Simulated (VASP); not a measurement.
# TaSi3 (P4/mmm) in VASP: notebook

TaSi3 is run at these levels: PBE; tasks: single point, relaxation of cell and atoms.

Program: VASP 6.6.1. These are calculated values, not measurements. Logs are shortened: lines on timing, memory, paths and dates and some standing lists are left out, and cuts for length are marked.

## Step 1: The cell of the first run

It takes space group P4/mmm (No. 123, tetragonal). The conventional cell has a = 2.819 Å, b = 2.819 Å, c = 7.552 Å, α = 90.00°, β = 90.00°, γ = 90.00°. Within 3.7 Å of Ta (site symmetry 4/mmm) lie 8 Si at 2.79 Å and 4 Ta at 2.82 Å. Within 3.6 Å of Si (site symmetry 4mm) lie 8 Si at 2.70 to 2.82 Å and 4 Ta at 2.79 Å. Si (site symmetry 4/mmm) has 12 Si at 2.70 to 2.82 Å within 3.6 Å.

## Step 2: Single point, PBE

Input file INCAR:

```
SYSTEM = TaSi3
PREC = Accurate
ENCUT = 520
EDIFF = 1E-6
ISMEAR = 0
SIGMA = 0.1
LREAL = .FALSE.
LASPH = .TRUE.
NELM = 80
ALGO = Normal
ISIF = 2
LWAVE = .FALSE.
LCHARG = .FALSE.
GGA = PE
NBANDS = 20
```

Input file KPOINTS:

```
Automatic mesh
0
G
  6 6 2
  0 0 0
```

Input file POSCAR:

```
TaSi3
1.0
    2.8188186347      0.0000000000      0.0000000000
    0.0000000000      2.8188186347      0.0000000000
    0.0000000000      0.0000000000      7.5519236746
Ta Si
1 3
Direct
    0.0000000000      0.0000000000      0.0000000000
    0.5000000000      0.5000000000      0.7418234203
    0.0000000000      0.0000000000      0.5000000000
    0.5000000000      0.5000000000      0.2581765797
```

Potentials or basis: VASP PAW PBE potentials, release 64 (Ta_pv, Si).

The run is started by

```console
cat potpaw_PBE.64/Ta_pv/POTCAR potpaw_PBE.64/Si/POTCAR > POTCAR
mpirun -np 1 vasp_std > vasp.out
```

OUTCAR:

```text
SYSTEM = TaSi3
   PREC = Accurate
   ENCUT = 520
   EDIFF = 1E-6
   ISMEAR = 0
   LREAL = .FALSE.
   LASPH = .TRUE.
   NELM = 80
   ISIF = 2
   GGA = PE

 ion  position               nearest neighbor table
   1  0.000  0.000  0.000-   2 2.79   4 2.79   2 2.79   4 2.79   2 2.79   4 2.79   2 2.79   4 2.79

   2  0.500  0.500  0.742-   3 2.70   3 2.70   3 2.70   3 2.70   1 2.79   1 2.79   1 2.79   1 2.79

   3  0.000  0.000  0.500-   2 2.70   4 2.70   2 2.70   4 2.70   2 2.70   4 2.70   2 2.70   4 2.70

   4  0.500  0.500  0.258-   3 2.70   3 2.70   3 2.70   3 2.70   1 2.79   1 2.79   1 2.79   1 2.79

  LATTYP: Found a simple tetragonal cell.
 ALAT       =     2.8188186347
 C/A-ratio  =     2.6791094615

  Lattice vectors:

 A1 = (   2.8188186347,   0.0000000000,   0.0000000000)
 A2 = (   0.0000000000,   2.8188186347,   0.0000000000)
 A3 = (   0.0000000000,   0.0000000000,   7.5519236746)

Analysis of symmetry for initial positions (statically):
=====================================================================
 Subroutine PRICEL returns:
 Original cell was already a primitive cell.

 Routine SETGRP: Setting up the symmetry group for a
 simple tetragonal supercell.

 Subroutine GETGRP returns: Found 16 space group operations
 (whereof 16 operations were pure point group operations)
 out of a pool of 16 trial point group operations.

The static configuration has the point symmetry D_4h.

Analysis of symmetry for dynamics (positions and initial velocities):
=====================================================================
 Subroutine PRICEL returns:
 Original cell was already a primitive cell.

 Routine SETGRP: Setting up the symmetry group for a
 simple tetragonal supercell.

 Subroutine GETGRP returns: Found 16 space group operations
 (whereof 16 operations were pure point group operations)
 out of a pool of 16 trial point group operations.

The dynamic configuration has the point symmetry D_4h.

 Subroutine INISYM returns: Found 16 space group operations
 (whereof 16 operations are pure point group operations),
 and found     1 'primitive' translations

----------------------------------------------------------------------------------------

                                     Primitive cell

  volume of cell :      60.0056

  direct lattice vectors                    reciprocal lattice vectors
     2.818818635  0.000000000  0.000000000     0.354758546  0.000000000  0.000000000
     0.000000000  2.818818635  0.000000000     0.000000000  0.354758546  0.000000000
     0.000000000  0.000000000  7.551923675     0.000000000  0.000000000  0.132416593

  length of vectors
     2.818818635  2.818818635  7.551923675     0.354758546  0.354758546  0.132416593

  position of ions in fractional coordinates (direct lattice)
     0.000000000  0.000000000  0.000000000
     0.500000000  0.500000000  0.741823420
     0.000000000  0.000000000  0.500000000
     0.500000000  0.500000000  0.258176580

  ion indices of the primitive-cell ions
   primitive index   ion index
                 1           1
                 2           2
                 3           3
                 4           4

----------------------------------------------------------------------------------------

 KPOINTS: Automatic mesh

Automatic generation of k-mesh.
 Grid dimensions read from file:
 generate k-points for:    6    6    2

 Generating k-lattice:

  Cartesian coordinates                     Fractional coordinates (reciprocal lattice)
     0.059126424  0.000000000  0.000000000     0.166666667  0.000000000  0.000000000
     0.000000000  0.059126424  0.000000000     0.000000000  0.166666667  0.000000000
     0.000000000  0.000000000  0.066208296     0.000000000  0.000000000  0.500000000

  Length of vectors
     0.059126424  0.059126424  0.066208296

  Shift w.r.t. Gamma in fractional coordinates (k-lattice)
     0.000000000  0.000000000  0.000000000

 Subroutine IBZKPT returns following result:
 ===========================================

 Found     20 irreducible k-points:

 Following reciprocal coordinates:
            Coordinates               Weight
  0.000000  0.000000  0.000000      1.000000
  0.166667  0.000000  0.000000      4.000000
  0.333333  0.000000  0.000000      4.000000
  0.500000  0.000000  0.000000      2.000000
  0.166667  0.166667  0.000000      4.000000
  0.333333  0.166667  0.000000      8.000000
[... 12 lines left out ...]
  0.500000  0.333333  0.500000      4.000000
  0.500000  0.500000  0.500000      1.000000
   k-points           NKPTS =     20   k-points in BZ     NKDIM =     20   number of bands    NBANDS=     20
   number of dos      NEDOS =    301   number of ions     NIONS =      4
   total plane-waves  NPLWV =  32256
   dimension x,y,z NGX =    24 NGY =   24 NGZ =   56
   dimension x,y,z NGXF=    48 NGYF=   48 NGZF=  112
   ions per type =               1   3
   NGX,Y,Z   is equivalent  to a cutoff of  14.15, 14.15, 12.33 a.u.
   NGXF,Y,Z  is equivalent  to a cutoff of  28.31, 28.31, 24.66 a.u.
 SYSTEM =  TaSi3
   PREC   = accura    normal or accurate (medium, high low for compatibility)
   ISTART =      0    job   : 0-new  1-cont  2-samecut
   ICHARG =      2    charge: 1-file 2-atom 10-const
   ISPIN  =      1    spin polarized calculation?
   LNONCOLLINEAR =      F non collinear calculations
   LSORBIT =      F    spin-orbit coupling
   LASPH  =      T    aspherical Exc in radial PAW
   ENCUT  =  520.0 eV  38.22 Ry    6.18 a.u.   5.24  5.24 14.04*2*pi/ulx,y,z
   NELM   =     80;   NELMIN=  2; NELMDL= -5     # of ELM steps
   EDIFF  = 0.1E-05   stopping-criterion for ELM
   LREAL  =      F    real-space projection
   EDIFFG = 0.1E-04   stopping-criterion for IOM
   NSW    =      0    number of steps for IOM
   IBRION =     -1    ionic relax: 0-MD 1-quasi-New 2-CG
   NFREE  =      0    steps in history (QN), initial steepest desc. (CG)
   ISIF   =      2    stress and relaxation
   ISYM   =      2    0-nonsym 1-usesym 2-fastsym
   POTIM  = 0.5000    time-step for ionic-motion
   TEBEG  =    0.0;   TEEND  =   0.0 temperature during run
   PSTRESS=    0.0 pullay stress
   NELECT =      23.0000    total number of electrons
   NUPDOWN=      -1.0000    fix difference up-down
   EMIN   =  10.00;   EMAX   =-10.00  energy-range for DOS
   EFERMI =   0.00;   METHOD = LEGACY
   ISMEAR =     0;   SIGMA  =   0.10  broadening in eV -4-tet -1-fermi 0-gaus
   EFERMI_NEDOS =   21; number of points for ismear=-14 and -15
   IALGO  =     38    algorithm
   IMIX   =      4    mixing-type and parameters
     AMIX     =   0.40;   BMIX     =  1.00
     AMIX_MAG =   1.60;   BMIX_MAG =  1.00
  volume/ion in A,a.u.               =      15.00       101.23
  Fermi-wavevector in a.u.,A,eV,Ry     =   1.189196  2.247255 19.241188  1.414187
  Thomas-Fermi vector in A             =   2.325309
   LORBIT       =      0    0 simple, 1 ext, 2 COOP (PROOUT), +10 PAW based schemes
   GGA     = PE    functional components
   LHFCALC =     F    Hartree Fock is set to
   AEXX    =    0.0000 exact exchange contribution
   IVDW    =     0    specifies the selected vdW correction
   LEPSILON=     F    determine dielectric tensor
   LRPA    =     F    only Hartree local field effects (RPA)
 non-spin polarized calculation
 Gauss-broadening in eV      SIGMA  =   0.10
  energy-cutoff  :      520.00
  volume of cell :       60.01
 maximum number of plane-waves:      1645
 NGX is ok and might be reduce to    24
   NGX = 11   NGY = 11   NGZ = 29

 number of electron      23.0000003 magnetization

 Free energy of the ion-electron system (eV)
  ---------------------------------------------------
  ext. energy  EPLUGINS =         0.00000000
  ---------------------------------------------------
  free energy    TOTEN  =       -27.27419934 eV

  energy without entropy =      -27.26313868  energy(sigma->0) =      -27.26866901

 E-fermi :   9.3268     XC(G=0): -11.7054

 val. band max:        9.2922349656   @ k =   0.3333   0.1667   0.5000
 cond. band min:       9.3283705740   @ k =   0.5000   0.5000   0.5000
 fundamental gap:      0.0361356083
 Fermi energy:         9.3267659774

 k-point     1 :       0.0000    0.0000    0.0000
  band No.  band energies     occupation
      1     -25.3768      2.00000
      2     -24.7413      2.00000
      3     -24.7413      2.00000
      4      -4.5078      2.00000
      5      -1.8689      2.00000
      6      -0.3543      2.00000
[... 12 lines left out ...]
     19      15.9596      0.00000
     20      15.9854      0.00000

 k-point     2 :       0.1667    0.0000    0.0000
  band No.  band energies     occupation
      1     -25.3464      2.00000
      2     -24.9893      2.00000
      3     -24.7199      2.00000
      4      -3.9850      2.00000
      5      -1.4481      2.00000
      6       0.2801      2.00000
[... 12 lines left out ...]
     19      16.1855      0.00000
     20      17.0376      0.00000

 k-point     3 :       0.3333    0.0000    0.0000
  band No.  band energies     occupation
      1     -25.4599      2.00000
      2     -25.2850      2.00000
      3     -24.6766      2.00000
      4      -2.4473      2.00000
      5      -0.2693      2.00000
      6       1.9336      2.00000
[... 12 lines left out ...]
     19      16.6920      0.00000
     20      17.1719      0.00000

 k-point     4 :       0.5000    0.0000    0.0000
  band No.  band energies     occupation
      1     -25.6838      2.00000
      2     -25.2540      2.00000
      3     -24.6549      2.00000
      4       0.0371      2.00000
      5       0.0594      2.00000
      6       0.8700      2.00000
[... 337 lines left out ...]
 k-point    19 :       0.5000    0.3333    0.5000
  band No.  band energies     occupation
      1     -25.5840      2.00000
      2     -25.3366      2.00000
      3     -25.1718      2.00000
      4       1.7609      2.00000
      5       2.1059      2.00000
      6       2.5022      2.00000
[... 12 lines left out ...]
     19      12.8288      0.00000
     20      13.8660      0.00000

 k-point    20 :       0.5000    0.5000    0.5000
  band No.  band energies     occupation
      1     -25.5502      2.00000
      2     -25.5502      2.00000
      3     -25.1441      2.00000
      4       2.7093      2.00000
      5       3.7645      2.00000
      6       3.7645      2.00000
[... 12 lines left out ...]
     19      13.8664      0.00000
     20      14.3688      0.00000

------------------------ aborting loop because EDIFF is reached ----------------------------------------

  FORCE on cell =-STRESS in cart. coord.  units (eV):
  Direction    XX          YY          ZZ          XY          YZ          ZX
  --------------------------------------------------------------------------------------
  -------------------------------------------------------------------------------------
  Total        0.0077327      0.0077327     -0.0491257      0.0000000      0.0000000      0.0000000
  in kB        0.2064664      0.2064664     -1.3116796      0.0000000      0.0000000      0.0000000
  external PRESSURE =      -0.2995823 kB  Pullay stress =       0.0000000 kB

 VOLUME and BASIS-vectors are now :
 -----------------------------------------------------------------------------
  energy-cutoff  :      520.00
  volume of cell :       60.01
      direct lattice vectors                 reciprocal lattice vectors
     2.818818635  0.000000000  0.000000000     0.354758546  0.000000000  0.000000000
     0.000000000  2.818818635  0.000000000     0.000000000  0.354758546  0.000000000
     0.000000000  0.000000000  7.551923675     0.000000000  0.000000000  0.132416593

 POSITION                                       TOTAL-FORCE (eV/Angst)
 -----------------------------------------------------------------------------------
      0.00000      0.00000      0.00000         0.000000      0.000000      0.000000
      1.40941      1.40941      5.60219         0.000000     -0.000000     -0.005753
      0.00000      0.00000      3.77596         0.000000      0.000000      0.000000
      1.40941      1.40941      1.94973        -0.000000      0.000000      0.005753
 -----------------------------------------------------------------------------------
    total drift:                               -0.000000      0.000000      0.000000

  FREE ENERGIE OF THE ION-ELECTRON SYSTEM (eV)
  ---------------------------------------------------
  free  energy   TOTEN  =       -27.2741993425 eV

  energy  without entropy=      -27.2631386789  energy(sigma->0) =      -27.26866901
```

Wall time 9.5 s (1 thread of Intel Xeon 6975P-C (Granite Rapids), shared host); peak memory 0.18 GiB.

Results:

```
Free energy   : -27.2742 eV
Pressure      : 0.0 GPa
Largest force : 0.006 eV/Å
```

Forces in eV/Å, atoms in the order of the input:
```
Ta   0.000  0.000  0.000
Si   0.000  0.000 -0.006
Si   0.000  0.000  0.000
Si   0.000  0.000  0.006
```

Levels at points of the mesh, in eV from the Fermi level:
```
           k point  band 7  band 8  band 9  band 10  band 11  band 12  band 13  band 14  band 15  band 16
(0.00, 0.00, 0.00)   -3.94   -3.30   -2.94     1.31     1.31     2.72     2.76     2.76     4.74     4.89
(0.50, 0.00, 0.00)   -6.18   -4.93   -4.80    -2.48    -1.59     1.02     2.04     2.88     2.89     5.35
(0.50, 0.50, 0.00)   -4.68   -4.68   -4.60    -3.43    -3.38    -0.82     0.00     0.00     0.25     0.92
(0.00, 0.00, 0.50)   -6.97   -2.94   -1.58     1.13     1.13     2.80     3.71     3.71     4.37     4.56
(0.50, 0.00, 0.50)   -7.21   -5.67   -2.98    -2.21    -1.82     0.57     1.03     2.79     2.87     6.49
(0.50, 0.50, 0.50)   -4.62   -4.40   -3.13    -3.13    -2.51    -2.51    -2.11    -1.06     0.00     2.90
```

Caveat: the k points lie up to 0.42 Å⁻¹ apart; spin-orbit coupling is left out, which moves the levels of the heavy elements.

## Step 3: Relaxation of cell and atoms, PBE

This run uses another cell than the first one, of 15.68 Å³/atom, 1.045 times its volume.

Input file INCAR:

```
PREC = Accurate
ENCUT = 600
EDIFF = 1E-6
ISMEAR = 0
SIGMA = 0.1
LREAL = F
LASPH = T
NELM = 100
ALGO = Normal
ISIF = 3
LWAVE = F
LCHARG = F
GGA = PE
IBRION = 2
NSW = 90
EDIFFG = -0.04
```

Input file KPOINTS:

```
Automatic mesh
0
Gamma
  6 6 2
```

Input file POSCAR:

```
TaSi3
1.0
    2.6711763600      0.0000000000      0.0000000000
    0.0000000000      2.6711763600      0.0000000000
    0.0000000000      0.0000000000      8.7924244200
Ta Si
1 3
Direct
    0.0000000000      0.0000000000      0.0000000000
    0.5000000000      0.5000000000      0.7342755200
    0.0000000000      0.0000000000      0.5000000000
    0.5000000000      0.5000000000      0.2657244800
```

Potentials or basis: VASP PAW PBE potentials, release 64 (Ta_pv, Si).

The run is started by

```console
cat potpaw_PBE.64/Ta_pv/POTCAR potpaw_PBE.64/Si/POTCAR > POTCAR
mpirun -np 1 vasp_std > vasp.out
```

Wall time 74 s (1 thread of Intel Xeon 6975P-C (Granite Rapids), shared host); peak memory 0.22 GiB.

Results (log left out):

```yaml
Free_energy: -27.2745 eV
Relaxed_volume: 14.96 Å³/atom
Relaxed_cell: a = 2.816 Å, b = 2.816 Å, c = 7.542 Å, α = 90.00°, β = 90.00°, γ = 90.00°
Space_group_after_relaxing_to_0.05_Å: P4/mmm (No. 123)
Energy_gained_by_relaxing: 247.6 meV/atom
Ionic_steps: 12
Pressure_after_relaxing: 0.4 GPa
Largest_force_after_relaxing: 0.008 eV/Å
```

Forces on the atoms (eV/Å):
```
Ta   0.000  0.000  0.000
Si   0.000  0.000  0.008
Si   0.000  0.000  0.000
Si   0.000  0.000 -0.008
```

Step by step:
| step | energy change (eV) | largest force (eV/Å) | pressure (GPa) | volume (Å³) |
| --- | --- | --- | --- | --- |
| 1 | 0.0000 | 1.0948 | -1.91 | 62.74 |
| 2 | -0.6107 | 0.3610 | -1.92 | 60.91 |
| 3 | 0.0132 | 1.6561 | 26.86 | 53.81 |
| 4 | -0.9179 | 0.6127 | 6.92 | 57.77 |
| 5 | -0.9514 | 0.3210 | 3.57 | 58.66 |
| 6 | -0.9529 | 0.3841 | 4.24 | 58.47 |
| 7 | -0.9494 | 0.0167 | -3.93 | 62.08 |
| 8 | -0.9865 | 0.1886 | 0.05 | 60.19 |
| 9 | -0.9865 | 0.1923 | 0.12 | 60.16 |
| 10 | -0.9894 | 0.0942 | -0.13 | 60.15 |
| 11 | -0.9900 | 0.0226 | -0.31 | 60.15 |
| 12 | -0.9903 | 0.0079 | 0.35 | 59.82 |

Final structure:
```
CELL_PARAMETERS angstrom
2.81646 0.00000 0.00000
0.00000 2.81646 0.00000
0.00000 0.00000 7.54154
ATOMIC_POSITIONS crystal
Ta 0.00000 0.00000 0.00000
Si 0.50000 0.50000 0.74149
Si 0.00000 0.00000 0.50000
Si 0.50000 0.50000 0.25851
```

Levels at points of the mesh, in eV from the Fermi level:
```tsv
k point	band 8	band 9	band 10	band 11	band 12	band 13	band 14	band 15
(0.00, 0.00, 0.00)	-3.30	-2.95	1.31	1.31	2.74	2.74	2.75	4.72
(0.50, 0.00, 0.00)	-4.93	-4.81	-2.49	-1.59	1.03	2.05	2.90	2.90
(0.50, 0.50, 0.00)	-4.70	-4.61	-3.42	-3.40	-0.84	0.01	0.01	0.25
(0.00, 0.00, 0.50)	-2.95	-1.58	1.13	1.13	2.82	3.70	3.70	4.35
(0.50, 0.00, 0.50)	-5.69	-2.99	-2.21	-1.82	0.57	1.03	2.81	2.87
(0.50, 0.50, 0.50)	-4.41	-3.14	-3.14	-2.52	-2.52	-2.13	-1.05	-0.01
```

Caveat: the k points lie up to 0.42 Å⁻¹ apart in the final cell; the bands computed are all filled at some k points, so no gap is given; spin-orbit coupling is left out, which moves the levels of the heavy elements.
